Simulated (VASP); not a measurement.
# LiRe3 (Fm-3m) in VASP: notebook

LiRe3 is run at these levels: LDA; tasks: single point.

Everything below comes from runs of VASP 6.6.1. Logs are shortened: lines on timing, memory, paths and dates and some standing lists are left out, and cuts for length are marked.

### Step 1. The cell of the first run

It takes space group Fm-3m (No. 225, cubic). The conventional cell has a = 6.106 Å, b = 6.106 Å, c = 6.106 Å, α = 90.00°, β = 90.00°, γ = 90.00°. Within 3.5 Å of Re (site symmetry m-3m) lie 8 Re at 2.64 Å and 6 Li at 3.05 Å. Within 3.5 Å of Re (site symmetry -43m) lie 10 Re at 2.64 to 3.05 Å and 4 Li at 2.64 Å. Li (site symmetry m-3m) has 14 Re at 2.64 to 3.05 Å within 3.5 Å.

### Step 2. Single point, LDA

INCAR reads:

```
SYSTEM = LiRe3
ALGO = Normal
EDIFF = 1E-7
ENCUT = 520
ISIF = 2
ISMEAR = 0
LASPH = .TRUE.
LCHARG = .TRUE.
LELF = .TRUE.
LREAL = .FALSE.
LVHAR = .TRUE.
LWAVE = .FALSE.
NBANDS = 20
NELM = 80
PREC = Accurate
SIGMA = 0.05
```

KPOINTS reads:

```
k-points
0
G
  6 6 6
  0 0 0
```

POSCAR reads:

```
LiRe3
1.0
    0.0000000000      3.0528810000      3.0528810000
    3.0528810000      0.0000000000      3.0528810000
    3.0528810000      3.0528810000      0.0000000000
Re Li
3 1
Direct
    0.5000000000      0.5000000000      0.5000000000
    0.2500000000      0.2500000000      0.2500000000
    0.7500000000      0.7500000000      0.7500000000
    0.0000000000      0.0000000000      0.0000000000
```

Potentials or basis: VASP PAW LDA potentials, release 64 (Re, Li_sv).

The run is started by

```
> cat potpaw_LDA.64/Re/POTCAR potpaw_LDA.64/Li_sv/POTCAR > POTCAR
> mpirun -np 1 vasp_std > vasp.out
```

OUTCAR:

```text
SYSTEM = LiRe3
   EDIFF = 1E-7
   ENCUT = 520
   ISIF = 2
   ISMEAR = 0
   LASPH = .TRUE.
   LREAL = .FALSE.
   NELM = 80
   PREC = Accurate

 ion  position               nearest neighbor table
   1  0.500  0.500  0.500-   2 2.64   3 2.64   2 2.64   2 2.64   2 2.64   3 2.64   3 2.64   3 2.64

   2  0.250  0.250  0.250-   1 2.64   4 2.64   4 2.64   4 2.64   4 2.64   1 2.64   1 2.64   1 2.64
                             3 3.05   3 3.05   3 3.05   3 3.05   3 3.05   3 3.05
   3  0.750  0.750  0.750-   1 2.64   4 2.64   1 2.64   1 2.64   1 2.64   4 2.64   4 2.64   4 2.64
                             2 3.05   2 3.05   2 3.05   2 3.05   2 3.05   2 3.05
   4  0.000  0.000  0.000-   2 2.64   3 2.64   3 2.64   3 2.64   3 2.64   2 2.64   2 2.64   2 2.64

  LATTYP: Found a face centered cubic cell.
 ALAT       =     6.1057620000

  Lattice vectors:

 A1 = (   0.0000000000,   3.0528810000,   3.0528810000)
 A2 = (   3.0528810000,   0.0000000000,   3.0528810000)
 A3 = (   3.0528810000,   3.0528810000,   0.0000000000)

Analysis of symmetry for initial positions (statically):
=====================================================================
 Subroutine PRICEL returns:
 Original cell was already a primitive cell.

 Routine SETGRP: Setting up the symmetry group for a
 face centered cubic supercell.

 Subroutine GETGRP returns: Found 48 space group operations
 (whereof 48 operations were pure point group operations)
 out of a pool of 48 trial point group operations.

The static configuration has the point symmetry O_h .

Analysis of symmetry for dynamics (positions and initial velocities):
=====================================================================
 Subroutine PRICEL returns:
 Original cell was already a primitive cell.

 Routine SETGRP: Setting up the symmetry group for a
 face centered cubic supercell.

 Subroutine GETGRP returns: Found 48 space group operations
 (whereof 48 operations were pure point group operations)
 out of a pool of 48 trial point group operations.

The dynamic configuration has the point symmetry O_h .

 Subroutine INISYM returns: Found 48 space group operations
 (whereof 48 operations are pure point group operations),
 and found     1 'primitive' translations

----------------------------------------------------------------------------------------

                                     Primitive cell

  volume of cell :      56.9062

  direct lattice vectors                    reciprocal lattice vectors
     0.000000000  3.052881000  3.052881000    -0.163779722  0.163779722  0.163779722
     3.052881000  0.000000000  3.052881000     0.163779722 -0.163779722  0.163779722
     3.052881000  3.052881000  0.000000000     0.163779722  0.163779722 -0.163779722

  length of vectors
     4.317425715  4.317425715  4.317425715     0.283674799  0.283674799  0.283674799

  position of ions in fractional coordinates (direct lattice)
     0.500000000  0.500000000  0.500000000
     0.250000000  0.250000000  0.250000000
     0.750000000  0.750000000  0.750000000
     0.000000000  0.000000000  0.000000000

  ion indices of the primitive-cell ions
   primitive index   ion index
                 1           1
                 2           2
                 3           3
                 4           4

----------------------------------------------------------------------------------------

 KPOINTS: k-points

Automatic generation of k-mesh.
 Grid dimensions read from file:
 generate k-points for:    6    6    6

 Generating k-lattice:

  Cartesian coordinates                     Fractional coordinates (reciprocal lattice)
    -0.027296620  0.027296620  0.027296620     0.166666667  0.000000000  0.000000000
     0.027296620 -0.027296620  0.027296620     0.000000000  0.166666667  0.000000000
     0.027296620  0.027296620 -0.027296620     0.000000000  0.000000000  0.166666667

  Length of vectors
     0.047279133  0.047279133  0.047279133

  Shift w.r.t. Gamma in fractional coordinates (k-lattice)
     0.000000000  0.000000000  0.000000000

 Subroutine IBZKPT returns following result:
 ===========================================

 Found     16 irreducible k-points:

 Following reciprocal coordinates:
            Coordinates               Weight
  0.000000  0.000000  0.000000      1.000000
  0.166667  0.000000  0.000000      8.000000
  0.333333  0.000000  0.000000      8.000000
  0.500000  0.000000  0.000000      4.000000
  0.166667  0.166667  0.000000      6.000000
  0.333333  0.166667  0.000000     24.000000
[... 8 lines left out ...]
 -0.333333  0.333333  0.166667     24.000000
 -0.333333  0.500000  0.166667     12.000000
   k-points           NKPTS =     16   k-points in BZ     NKDIM =     16   number of bands    NBANDS=     20
   number of dos      NEDOS =    301   number of ions     NIONS =      4
   total plane-waves  NPLWV =  32768
   dimension x,y,z NGX =    32 NGY =   32 NGZ =   32
   dimension x,y,z NGXF=    64 NGYF=   64 NGZF=   64
   ions per type =               3   1
   NGX,Y,Z   is equivalent  to a cutoff of  12.32, 12.32, 12.32 a.u.
   NGXF,Y,Z  is equivalent  to a cutoff of  24.64, 24.64, 24.64 a.u.
 SYSTEM =  LiRe3
   PREC   = accura    normal or accurate (medium, high low for compatibility)
   ISTART =      0    job   : 0-new  1-cont  2-samecut
   ICHARG =      2    charge: 1-file 2-atom 10-const
   ISPIN  =      1    spin polarized calculation?
   LNONCOLLINEAR =      F non collinear calculations
   LSORBIT =      F    spin-orbit coupling
   LASPH  =      T    aspherical Exc in radial PAW
   ENCUT  =  520.0 eV  38.22 Ry    6.18 a.u.   8.03  8.03  8.03*2*pi/ulx,y,z
   NELM   =     80;   NELMIN=  2; NELMDL= -5     # of ELM steps
   EDIFF  = 0.1E-06   stopping-criterion for ELM
   LREAL  =      F    real-space projection
   EDIFFG = 0.1E-05   stopping-criterion for IOM
   NSW    =      0    number of steps for IOM
   IBRION =     -1    ionic relax: 0-MD 1-quasi-New 2-CG
   NFREE  =      0    steps in history (QN), initial steepest desc. (CG)
   ISIF   =      2    stress and relaxation
   ISYM   =      2    0-nonsym 1-usesym 2-fastsym
   POTIM  = 0.5000    time-step for ionic-motion
   TEBEG  =    0.0;   TEEND  =   0.0 temperature during run
   PSTRESS=    0.0 pullay stress
   NELECT =      24.0000    total number of electrons
   NUPDOWN=      -1.0000    fix difference up-down
   EMIN   =  10.00;   EMAX   =-10.00  energy-range for DOS
   EFERMI =   0.00;   METHOD = LEGACY
   ISMEAR =     0;   SIGMA  =   0.05  broadening in eV -4-tet -1-fermi 0-gaus
   EFERMI_NEDOS =   21; number of points for ismear=-14 and -15
   IALGO  =     38    algorithm
   IMIX   =      4    mixing-type and parameters
     AMIX     =   0.40;   BMIX     =  1.00
     AMIX_MAG =   1.60;   BMIX_MAG =  1.00
  volume/ion in A,a.u.               =      14.23        96.01
  Fermi-wavevector in a.u.,A,eV,Ry     =   1.227699  2.320015 20.507324  1.507246
  Thomas-Fermi vector in A             =   2.362653
   LORBIT       =      0    0 simple, 1 ext, 2 COOP (PROOUT), +10 PAW based schemes
   GGA     = CA    functional components
   LHFCALC =     F    Hartree Fock is set to
   AEXX    =    0.0000 exact exchange contribution
   IVDW    =     0    specifies the selected vdW correction
   LEPSILON=     F    determine dielectric tensor
   LRPA    =     F    only Hartree local field effects (RPA)
 non-spin polarized calculation
 Gauss-broadening in eV      SIGMA  =   0.05
  energy-cutoff  :      520.00
  volume of cell :       56.91
 maximum number of plane-waves:      1544
   NGX = 17   NGY = 17   NGZ = 17

 number of electron      23.9999990 magnetization

 Free energy of the ion-electron system (eV)
  ---------------------------------------------------
  ext. energy  EPLUGINS =         0.00000000
  ---------------------------------------------------
  free energy    TOTEN  =       -42.35883777 eV

  energy without entropy =      -42.35363887  energy(sigma->0) =      -42.35623832

 E-fermi :   6.3139     XC(G=0): -12.7790

 val. band max:        6.2782381065   @ k =   0.3333   0.0000   0.0000
 cond. band min:       6.4417187544   @ k =  -0.1667   0.1667   0.0000
 fundamental gap:      0.1634806478
 Fermi energy:         6.3138816448

 k-point     1 :       0.0000    0.0000    0.0000
  band No.  band energies     occupation
      1     -37.2861      2.00000
      2      -2.2059      2.00000
      3       1.4344      2.00000
      4       1.4344      2.00000
      5       2.9284      2.00000
      6       2.9284      2.00000
[... 12 lines left out ...]
     19      14.4187      0.00000
     20      14.4562      0.00000

 k-point     2 :       0.1667    0.0000    0.0000
  band No.  band energies     occupation
      1     -37.2859      2.00000
      2      -1.7871      2.00000
      3       1.6014      2.00000
      4       1.6014      2.00000
      5       2.6120      2.00000
      6       3.0127      2.00000
[... 12 lines left out ...]
     19      14.6815      0.00000
     20      14.6824      0.00000

 k-point     3 :       0.3333    0.0000    0.0000
  band No.  band energies     occupation
      1     -37.2852      2.00000
      2      -0.6810      2.00000
      3       2.0642      2.00000
      4       2.0642      2.00000
      5       2.4943      2.00000
      6       2.9674      2.00000
[... 12 lines left out ...]
     19      15.1151      0.00000
     20      15.1172      0.00000

 k-point     4 :       0.5000    0.0000    0.0000
  band No.  band energies     occupation
      1     -37.2849      2.00000
      2       0.2366      2.00000
      3       2.2779      2.00000
      4       2.4159      2.00000
      5       2.4159      2.00000
      6       2.6676      2.00000
[... 245 lines left out ...]
 k-point    15 :      -0.3333    0.3333    0.1667
  band No.  band energies     occupation
      1     -37.2847      2.00000
      2       0.8326      2.00000
      3       1.2563      2.00000
      4       2.0014      2.00000
      5       2.0662      2.00000
      6       3.0706      2.00000
[... 12 lines left out ...]
     19      10.9465      0.00000
     20      11.0834      0.00000

 k-point    16 :      -0.3333    0.5000    0.1667
  band No.  band energies     occupation
      1     -37.2846      2.00000
      2       1.0675      2.00000
      3       1.1041      2.00000
      4       1.4451      2.00000
      5       2.3409      2.00000
      6       3.1623      2.00000
[... 12 lines left out ...]
     19       9.8315      0.00000
     20      10.1613      0.00000

------------------------ aborting loop because EDIFF is reached ----------------------------------------

  FORCE on cell =-STRESS in cart. coord.  units (eV):
  Direction    XX          YY          ZZ          XY          YZ          ZX
  --------------------------------------------------------------------------------------
  -------------------------------------------------------------------------------------
  Total       -5.3198987     -5.3198987     -5.3198987     -0.0000000     -0.0000000      0.0000000
  in kB     -149.7801709   -149.7801709   -149.7801709     -0.0000000     -0.0000000      0.0000000
  external PRESSURE =    -149.7801709 kB  Pullay stress =       0.0000000 kB

 VOLUME and BASIS-vectors are now :
 -----------------------------------------------------------------------------
  energy-cutoff  :      520.00
  volume of cell :       56.91
      direct lattice vectors                 reciprocal lattice vectors
     0.000000000  3.052881000  3.052881000    -0.163779722  0.163779722  0.163779722
     3.052881000  0.000000000  3.052881000     0.163779722 -0.163779722  0.163779722
     3.052881000  3.052881000  0.000000000     0.163779722  0.163779722 -0.163779722

 POSITION                                       TOTAL-FORCE (eV/Angst)
 -----------------------------------------------------------------------------------
      3.05288      3.05288      3.05288         0.000000      0.000000     -0.000000
      1.52644      1.52644      1.52644         0.000000      0.000000      0.000000
      4.57932      4.57932      4.57932        -0.000000     -0.000000     -0.000000
      0.00000      0.00000      0.00000         0.000000      0.000000     -0.000000
 -----------------------------------------------------------------------------------
    total drift:                               -0.000000     -0.000000      0.000000

  FREE ENERGIE OF THE ION-ELECTRON SYSTEM (eV)
  ---------------------------------------------------
  free  energy   TOTEN  =       -42.3588377669 eV

  energy  without entropy=      -42.3536388706  energy(sigma->0) =      -42.35623832
```

It took 14 s on 1 thread of AMD EPYC 9R45 (Zen 5), shared host; peak memory 0.13 GiB.

Results:

```
Free energy            : -42.3588 eV
Band gap on the k mesh : zero (band 12 reaches 8.27 eV, above the bottom of band 13 at 5.68 eV)
```

Caveat: the cutoff is under 1.25 times the usual one of these potentials, so pressure, stress and relaxed cells hold a basis-set (Pulay) error; spin-orbit coupling is left out, which moves the levels of the heavy elements.

### Step 3. Single point, LDA

INCAR reads:

```
ALGO     = Normal         # electronic algorithm
EDIFF    = 1E-6           # SCF threshold, eV
ENCUT    = 520            # plane-wave cutoff, eV
ISIF     = 2              # what is computed and relaxed
ISMEAR   = 0              # smearing method
LASPH    = True           # aspherical terms in the spheres
LCHARG   = True           # write CHGCAR
LELF     = True           # ELF
LREAL    = False          # projectors in reciprocal space
LVHAR    = True         
LWAVE    = False          # write WAVECAR
NBANDS   = 20             # bands
NELM     = 80             # most SCF steps
PREC     = Accurate       # precision mode
SIGMA    = 0.025          # smearing width, eV
```

KPOINTS reads:

```
k-points
0
Gamma
  6 6 6
```

POSCAR is that of step 2.

Potentials or basis: VASP PAW LDA potentials, release 64 (Re, Li_sv).

The run is started by

```
> cat potpaw_LDA.64/Re/POTCAR potpaw_LDA.64/Li_sv/POTCAR > POTCAR
> mpirun -np 1 vasp_std > vasp.out
```

OUTCAR:

```text
EDIFF = 1E-6
   ENCUT = 520
   ISIF = 2
   ISMEAR = 0
   LASPH = True
   LREAL = False
   NELM = 80
   PREC = Accurate

 ion  position               nearest neighbor table
   1  0.500  0.500  0.500-   2 2.64   3 2.64   2 2.64   2 2.64   2 2.64   3 2.64   3 2.64   3 2.64

   2  0.250  0.250  0.250-   1 2.64   4 2.64   4 2.64   4 2.64   4 2.64   1 2.64   1 2.64   1 2.64
                             3 3.05   3 3.05   3 3.05   3 3.05   3 3.05   3 3.05
   3  0.750  0.750  0.750-   1 2.64   4 2.64   1 2.64   1 2.64   1 2.64   4 2.64   4 2.64   4 2.64
[... 561 lines left out ...]
  -------------------------------------------------------------------------------------
  Total       -5.3137925     -5.3137925     -5.3137925     -0.0000000     -0.0000000      0.0000000
  in kB     -149.6082535   -149.6082535   -149.6082535     -0.0000000     -0.0000000      0.0000000
  external PRESSURE =    -149.6082535 kB  Pullay stress =       0.0000000 kB

 VOLUME and BASIS-vectors are now :
 -----------------------------------------------------------------------------
  energy-cutoff  :      520.00
  volume of cell :       56.91
      direct lattice vectors                 reciprocal lattice vectors
     0.000000000  3.052881000  3.052881000    -0.163779722  0.163779722  0.163779722
     3.052881000  0.000000000  3.052881000     0.163779722 -0.163779722  0.163779722
     3.052881000  3.052881000  0.000000000     0.163779722  0.163779722 -0.163779722

 POSITION                                       TOTAL-FORCE (eV/Angst)
 -----------------------------------------------------------------------------------
      3.05288      3.05288      3.05288        -0.000000      0.000000     -0.000000
      1.52644      1.52644      1.52644        -0.000000     -0.000000     -0.000000
      4.57932      4.57932      4.57932         0.000000      0.000000      0.000000
      0.00000      0.00000      0.00000        -0.000000      0.000000     -0.000000
 -----------------------------------------------------------------------------------
    total drift:                               -0.000000     -0.000000      0.000000

  FREE ENERGIE OF THE ION-ELECTRON SYSTEM (eV)
  ---------------------------------------------------
  free  energy   TOTEN  =       -42.3563654293 eV

  energy  without entropy=      -42.3540712779  energy(sigma->0) =      -42.35521835
```

OSZICAR:

```text
N       E                     dE             d eps       ncg     rms          rms(c)
DAV:   1     0.195816264747E+03    0.19582E+03   -0.94861E+03   784   0.123E+03
DAV:   2    -0.220819500345E+02   -0.21790E+03   -0.20150E+03   940   0.560E+02
DAV:   3    -0.437954819048E+02   -0.21714E+02   -0.19679E+02  1112   0.175E+02
DAV:   4    -0.453738954851E+02   -0.15784E+01   -0.15332E+01  1180   0.443E+01
DAV:   5    -0.454451136470E+02   -0.71218E-01   -0.70814E-01  1112   0.859E+00    0.476E+01
DAV:   6    -0.429316971231E+02    0.25134E+01   -0.43644E+00  1112   0.253E+01    0.158E+01
DAV:   7    -0.426250054043E+02    0.30669E+00   -0.24936E+00  1156   0.202E+01    0.618E+00
DAV:   8    -0.423765969974E+02    0.24841E+00   -0.56141E-01  1148   0.106E+01    0.882E-01
DAV:   9    -0.423572356472E+02    0.19361E-01   -0.54611E-02  1028   0.156E+00    0.244E-01
DAV:  10    -0.423564241616E+02    0.81149E-03   -0.28116E-03  1164   0.479E-01    0.103E-01
DAV:  11    -0.423563741730E+02    0.49989E-04   -0.32253E-04  1172   0.224E-01    0.653E-02
DAV:  12    -0.423563684773E+02    0.56957E-05   -0.57839E-05  1108   0.103E-01    0.240E-02
DAV:  13    -0.423563657524E+02    0.27249E-05   -0.11095E-05  1088   0.499E-02    0.782E-03
DAV:  14    -0.423563654293E+02    0.32313E-06   -0.37106E-07   436   0.109E-02
   1 F= -.42356365E+02 E0= -.42355218E+02  d E =-.229415E-02
```

stdout:

```text
POSCAR found type information on POSCAR ReLi
 POSCAR found :  2 types and       4 ions
 scaLAPACK will be used
 LDA part: xc-table for (Slater(with rela. corr.)+CA(PZ))
 , standard interpolation
 POSCAR, INCAR and KPOINTS ok, starting setup
 FFT: planning ... GRIDC
 FFT: planning ... GRID_SOFT
 FFT: planning ... GRID
 WAVECAR not read
 entering main loop
```

Run time: 14 s. Hardware: 1 thread of AMD EPYC 9R45 (Zen 5), shared host; peak memory 0.13 GiB.

What came out:

```
Free energy            : -42.3564 eV
Band gap on the k mesh : zero (band 12 reaches 8.27 eV, above the bottom of band 13 at 5.68 eV)
```

Caveat: the cutoff is under 1.25 times the usual one of these potentials, so pressure, stress and relaxed cells hold a basis-set (Pulay) error; spin-orbit coupling is left out, which moves the levels of the heavy elements.

### Step 4. Single point, LDA

INCAR reads:

```
  ALGO = Normal
  EDIFF = 1E-6
  ENCUT = 520
  GGA = CA
  ISIF = 2
  ISMEAR = 0
  LASPH = True
  LCHARG = False
  LREAL = False
  LWAVE = False
  NBANDS = 20
  NELM = 100
  PREC = Accurate
  SIGMA = 0.01
```

KPOINTS is that of step 3.

POSCAR is that of step 3.

The run is started by

```
> cat potpaw_LDA.64/Re/POTCAR potpaw_LDA.64/Li_sv/POTCAR > POTCAR
> mpirun -np 1 vasp_std > vasp.out
```

Run time: 12 s. Hardware: 1 thread of AMD EPYC 9R45 (Zen 5), shared host; peak memory 0.13 GiB.

Results (log left out):

- Free energy: -42.3551 eV
- Band gap on the k mesh: zero (band 12 reaches 8.27 eV, above the bottom of band 13 at 5.68 eV)

Levels at points of the mesh, in eV from the Fermi level:
```tsv
k point	band 8	band 9	band 10	band 11	band 12	band 13	band 14	band 15	band 16	band 17
(0.00, 0.00, 0.00)	-2.56	-2.56	-2.56	1.99	1.99	1.99	2.05	2.05	2.94	2.94
(0.50, 0.00, 0.00)	-3.38	-1.72	-1.72	-0.63	-0.63	-0.60	1.89	1.89	2.46	2.46
(0.50, 0.50, 0.00)	-2.80	-1.12	-0.78	-0.78	0.98	0.98	1.32	1.55	2.80	2.89
```

Caveat: the cutoff is under 1.25 times the usual one of these potentials, so pressure, stress and relaxed cells hold a basis-set (Pulay) error; spin-orbit coupling is left out, which moves the levels of the heavy elements.

### Step 5. Overview

```csv
smearing,gap on the mesh (eV)
gaussian 0.05 eV,none
gaussian 0.025 eV,none
gaussian 0.01 eV,none
```

Alike in all rows: task single point; level LDA; potentials or basis VASP PAW LDA potentials, release 64 (Re, Li_sv); no spin polarisation; cell as given; k mesh 6 × 6 × 6; cutoff (eV) 520.

Every run on the cell as given and a fine mesh finds a metal.

Caveats: the cutoff is under 1.25 times the usual one of these potentials, so pressure, stress and relaxed cells hold a basis-set (Pulay) error; spin-orbit coupling is left out, which moves the levels of the heavy elements.

Total energies depend on the potentials used, so only differences within one code and one set of settings carry meaning.
